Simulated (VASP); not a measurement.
Here is a VASP 6.6.1 calculation.

File INCAR:

```
PREC     = Accurate       # precision mode
ENCUT    = 520            # plane-wave cutoff, eV
EDIFF    = 1E-6           # SCF threshold, eV
ISMEAR   = -1             # smearing method
SIGMA    = 0.05           # smearing width, eV
LREAL    = False          # projectors in reciprocal space
LASPH    = True           # aspherical terms in the spheres
NELM     = 60             # most SCF steps
ALGO     = Normal         # electronic algorithm
ISIF     = 2              # what is computed and relaxed
LWAVE    = False          # write WAVECAR
LCHARG   = True           # write CHGCAR
GGA      = PS             # functional
IVDW     = 13             # dispersion correction
LELF     = True           # ELF
LVHAR    = True         
NBANDS   = 18             # bands
```

Contents of KPOINTS:

```
Automatic mesh
0
Gamma
  8 8 5
```

POSCAR

```
PtSe2
1.0
    3.7448125394      0.0000000000      0.0000000000
   -1.8724062697      3.2431027915      0.0000000000
    0.0000000000      0.0000000000      4.7075280028
Pt Se
1 2
Direct
    0.0000000000      0.0000000000      0.0000000000
    0.6666666667      0.3333333333      0.7308144565
    0.3333333333      0.6666666667      0.2691855435
```

Potentials or basis: VASP PAW PBE potentials, release 64 (Pt, Se).

The run is started by

```sh
$ cat potpaw_PBE.64/Pt/POTCAR potpaw_PBE.64/Se/POTCAR > POTCAR
$ mpirun -np 1 vasp_std > vasp.out
```

(1) What does it give for the largest force?

(2) Predict the pressure.

(3) Predict the band gap on the k mesh.

(4) What does it give for the dispersion energy per atom?

Answers

(1) 0.017 eV/Å.

(2) 0.1 GPa.

(3) zero (bands 11 and 12 overlap by 0.97 eV).

(4) -0.305 eV.

Caveat: the PAW data sets were made with another functional, which shifts forces and pressure a little; spin-orbit coupling is left out, which moves the levels of the heavy elements.
